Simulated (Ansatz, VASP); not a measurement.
# AgRh in VASP and in Ansatz

```xyz
2
Lattice="2.7400 0.0000 0.0000 -1.3700 2.3730 0.0000 0.0000 0.0000 4.7436" Properties=species:S:1:pos:R:3 pbc="T T T"
Ag    0.0000    0.0000    2.3718
Rh    1.3700    0.7910    0.0000
```

Alike in both runs: task single point; functional r2SCAN; k mesh 11 × 11 × 6; occupations fermi-dirac, width 0.05 eV; no spin polarisation.

|  | VASP | Ansatz |
| --- | --- | --- |
| version | VASP 6.6.1 | Ansatz 0.2.0 |
| potentials or method | VASP PAW PBE potentials, release 64 (Ag, Rh_pv) | Ansatz PAW |
| plane-wave cutoff (eV) | 520 | 500 |
| valence electrons in the cell | 26 | 36 |

VASP gave:

- gap on the k mesh at the Fermi level (eV): none
- pressure (GPa): 0.4
- traceless stress, the component that is largest in VASP (GPa): -0.86

**Question.** Which values does Ansatz return?

**Answer.** gap on the k mesh at the Fermi level (eV): none; pressure (GPa): -0.2; traceless stress, the component that is largest in VASP (GPa): -0.72.

VASP's potentials were made for PBE, not for r2SCAN. A gap of «none» marks a metal or a gap that the smearing closes. The functional is the same, so the differences come from potentials, cutoffs and numerics. VASP's potentials hold 26 valence electrons a cell and Ansatz's 36, so a difference there can come from the potentials and not from the codes.
